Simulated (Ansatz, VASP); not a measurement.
**ZnO: VASP beside Ansatz**

The input POSCAR:

```
ZnO
1.0
    3.1054744467      0.0000000000      0.0000000000
   -1.5527372233      2.6894197616      0.0000000000
    0.0000000000      0.0000000000      5.4147790006
Zn O
2 2
Direct
    0.6666666667      0.3333333333      0.5104583913
    0.3333333333      0.6666666667      0.0104583913
    0.6666666667      0.3333333333      0.8698516087
    0.3333333333      0.6666666667      0.3698516087
```

Contents of INCAR.step1:

```
SYSTEM = ZnO
  PREC = Accurate
  ENCUT = 520
  ISMEAR = 0
  SIGMA = 0.02
  LREAL = .FALSE.
  LASPH = .TRUE.
  NELM = 100
  NBANDS = 26
  GGA = PE
  ALGO = Normal
  EDIFF = 1E-4
  LWAVE = .TRUE.
  LCHARG = .FALSE.
```

The input INCAR.step2:

```
SYSTEM = ZnO
  PREC = Accurate
  ENCUT = 520
  EDIFF = 1E-7
  ISMEAR = 0
  SIGMA = 0.02
  LREAL = .FALSE.
  LASPH = .TRUE.
  NELM = 100
  ALGO = Normal
  ISIF = 2
  LWAVE = .FALSE.
  LCHARG = .TRUE.
  METAGGA = R2SCAN
  LMIXTAU = .TRUE.
  LELF = .TRUE.
  LVHAR = .TRUE.
  NBANDS = 26
  ISTART = 1
```

KPOINTS

```
regular mesh
0
G
  12 12 6
  0 0 0
```

Input for Ansatz:

```yaml
crystal:
  lattice:
    - [3.1054744467, 0.0, 0.0]
    - [-1.5527372233, 2.6894197616, 0.0]
    - [0.0, 0.0, 5.4147790006]
  atoms:
    - { symbol: Zn, position: [0.6666666667, 0.3333333333, 0.5104583913] }
    - { symbol: Zn, position: [0.3333333333, 0.6666666667, 0.0104583913] }
    - { symbol: O, position: [0.6666666667, 0.3333333333, 0.8698516087] }
    - { symbol: O, position: [0.3333333333, 0.6666666667, 0.3698516087] }
basis:
  ecutwfc: 500
kpoints:
  mp_grid: { grid: [12, 12, 6] }
  band_path: { path: [VBM, CBM], npoints: 2 }
hamiltonian:
  xc: r2scan
scf:
  occupations: { method: gaussian, width: 0.02 }
output:
  forces: true
  stress: true
  eigenvalues: true
checkpoint:
  read: start.run
  write: ck
  compress: false
  write_wavefunctions: false
  write_every: 100000
```

Alike in both runs: task single point; functional r2SCAN; k mesh 12 × 12 × 6; occupations gaussian, width 0.02 eV; no spin polarisation.

```csv
,VASP,Ansatz
version,VASP 6.6.1,Ansatz 0.2.0
potentials or method,"VASP PAW PBE potentials, release 64 (Zn, O), cutoff 520 eV","scalar-relativistic, plane waves, PAW"
valence electrons in the cell,36,36
```

Ansatz gave:

| Property | Result |
| --- | --- |
| gap on the k mesh at the Fermi level (eV) | 1.17 |
| least direct gap on the mesh (eV) | 1.17 |
| pressure (GPa) | 6.3 |
| traceless stress, the component that is largest in VASP (GPa) | -6.28 |

Problem. Which values does VASP return?

Solution. gap on the k mesh at the Fermi level (eV): 1.17; least direct gap on the mesh (eV): 1.17; pressure (GPa): 7.5; traceless stress, the component that is largest in VASP (GPa): -6.29.

VASP's potentials were made for PBE, not for r2SCAN. The functional is the same, so the differences come from potentials, cutoffs and numerics.
